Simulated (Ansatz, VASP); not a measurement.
## One calculation of C, two programs

The input INCAR:

```
SYSTEM = C
PREC = Accurate
ENCUT = 520
EDIFF = 1E-6
ISMEAR = 0
SIGMA = 0.05
LREAL = Auto
LASPH = .True.
NELM = 80
ALGO = Normal
ISIF = 2
LWAVE = .False.
LCHARG = .False.
GGA = PE
NBANDS = 43
```

KPOINTS

```
regular mesh
0
Gamma
  6 6 6
  0 0 0
```

POSCAR

```
C
1.0
    3.5715485858      0.0000000000     -3.5715485858
    0.0000000000      3.5715485858     -3.5715485858
    3.5715485858      3.5715485858      0.0000000000
C
15
Direct
    0.2500000000      0.2500000000      0.2500000000
    0.2500000000      0.7500000000      0.7500000000
    0.2500000000      0.7500000000      0.2500000000
    0.7500000000      0.2500000000      0.7500000000
    0.7500000000      0.2500000000      0.2500000000
    0.7500000000      0.7500000000      0.7500000000
    0.7500000000      0.7500000000      0.2500000000
    0.1250000000      0.1250000000      0.1250000000
    0.1250000000      0.1250000000      0.6250000000
    0.1250000000      0.6250000000      0.1250000000
    0.1893889761      0.6718750000      0.5693680119
    0.6250000000      0.1250000000      0.1250000000
    0.6250000000      0.1250000000      0.6250000000
    0.6250000000      0.6250000000      0.1250000000
    0.6250000000      0.6250000000      0.6250000000
```

Input for Ansatz:

```yaml
crystal:
  lattice:
    - [3.5715485858, 0.0, -3.5715485858]
    - [0.0, 3.5715485858, -3.5715485858]
    - [3.5715485858, 3.5715485858, 0.0]
  atoms:
    - { symbol: C, position: [0.25, 0.25, 0.25] }
    - { symbol: C, position: [0.25, 0.75, 0.75] }
    - { symbol: C, position: [0.25, 0.75, 0.25] }
    - { symbol: C, position: [0.75, 0.25, 0.75] }
    - { symbol: C, position: [0.75, 0.25, 0.25] }
    - { symbol: C, position: [0.75, 0.75, 0.75] }
    - { symbol: C, position: [0.75, 0.75, 0.25] }
    - { symbol: C, position: [0.125, 0.125, 0.125] }
    - { symbol: C, position: [0.125, 0.125, 0.625] }
    - { symbol: C, position: [0.125, 0.625, 0.125] }
    - { symbol: C, position: [0.1893889761, 0.671875, 0.5693680119] }
    - { symbol: C, position: [0.625, 0.125, 0.125] }
    - { symbol: C, position: [0.625, 0.125, 0.625] }
    - { symbol: C, position: [0.625, 0.625, 0.125] }
    - { symbol: C, position: [0.625, 0.625, 0.625] }
basis:
  ecutwfc: 420
kpoints:
  mp_grid: { grid: [6, 6, 6] }
hamiltonian:
  xc: pbe
  pseudopotentials: { kind: paw, azcp: { folder: soft_1 } }
scf:
  occupations: { method: gaussian, width: 0.05 }
output:
  forces: true
  stress: true
  eigenvalues: true
```

Change from the starting cell: C vacancy; atom 11 moved -0.125 of the way to it and -0.350 Å across, host rigid.

Alike in both runs: task single point; functional PBE; k mesh 6 × 6 × 6; occupations gaussian, width 0.05 eV; no spin polarisation.

|  | VASP | Ansatz |
| --- | --- | --- |
| version | VASP 6.6.1 | Ansatz 0.2.0 |
| potentials or method | VASP PAW PBE potentials, release 64 (C), cutoff 520 eV | scalar-relativistic, plane waves, PAW |
| valence electrons in the cell | 60 | 60 |

|  | VASP | Ansatz | Ansatz less VASP |
| --- | --- | --- | --- |
| gap on the k mesh at the Fermi level (eV) | none | none | - |
| pressure (GPa) | 3.1 | 2.1 | -0.92 |
| traceless stress, the component that is largest in VASP (GPa) | 5.14 | 5.07 | -0.070 |
| rms of the force components (eV/Å) | 1.995 | 1.993 | -0.0023 |

Atom by atom the forces differ by 0.011 eV/Å (rms over components). A gap of «none» marks a metal or a gap that the smearing closes. With one functional, cell and mesh, what is left measures potentials, basis and numerics.
